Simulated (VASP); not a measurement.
Input of a VASP 6.6.1 run:

INCAR

```
SYSTEM = PtS2
PREC     = Accurate       ! precision mode
ENCUT    = 500            ! plane-wave cutoff, eV
EDIFF    = 1E-6           ! SCF threshold, eV
ISMEAR   = 0              ! smearing method
SIGMA    = 0.05           ! smearing width, eV
LREAL    = .False.        ! projectors in reciprocal space
LASPH    = .True.         ! aspherical terms in the spheres
NELM     = 200            ! most SCF steps
ALGO     = Normal         ! electronic algorithm
ISIF     = 2              ! what is computed and relaxed
LWAVE    = .False.        ! write WAVECAR
LCHARG   = .True.         ! write CHGCAR
ISPIN    = 2              ! spin polarisation
MAGMOM   = 4 4 0 0 0 0    ! initial moments
LORBIT   = 11             ! projections on sites
LMAXMIX  = 4              ! l up to which the mixer works
LDAU     = .True.         ! DFT+U
LDAUTYPE = 2            
LDAUL    = 2 -1           ! shell
LDAUU    = 4 0            ! U, eV
LDAUJ    = 0 0          
LDAUPRINT= 1            
GGA      = PS             ! functional
LELF     = .True.         ! ELF
LVHAR    = .True.       
NBANDS   = 43             ! bands
GGA_COMPAT= .False.
```

The input KPOINTS:

```
Automatic mesh
0
Gamma
  7 7 3
  0 0 0
```

The input POSCAR:

```
PtS2
1.0
    3.5431995400      0.0000000000      0.0000000000
   -1.7715997700      3.0685008100      0.0000000000
    0.0000000000      0.0000000000     10.0776001800
Pt S
2 4
Direct
    0.0000000000      0.0000000000      0.0000000000
    0.0000000000      0.0000000000      0.5000000000
    0.3333333333      0.6666666667      0.1250000000
    0.6666666667      0.3333333333      0.3750000000
    0.3333333333      0.6666666667      0.6250000000
    0.6666666667      0.3333333333      0.8750000000
```

Potentials or basis: VASP PAW PBE potentials, release 64 (Pt_sv_GW, S).

Launch:

```console
$ cat potpaw_PBE.64/Pt_sv_GW/POTCAR potpaw_PBE.64/S/POTCAR > POTCAR
$ mpirun -np 1 vasp_std > vasp.out
```

(1) Estimate the band gap on the k mesh.

(2) Estimate the net moment.

(3) What does it give for the pressure?

(4) Predict the largest force.

Answers

(1) 0.36 eV.

(2) 0.00 μB per cell.

(3) -4.1 GPa.

(4) 0.533 eV/Å.

Caveat: the cell stands under tension; the PAW data sets were made with another functional, which shifts forces and pressure a little; spin-orbit coupling is left out, which moves the levels of the heavy elements; an odd mesh through Γ misses points on the zone boundary, where band edges can lie.
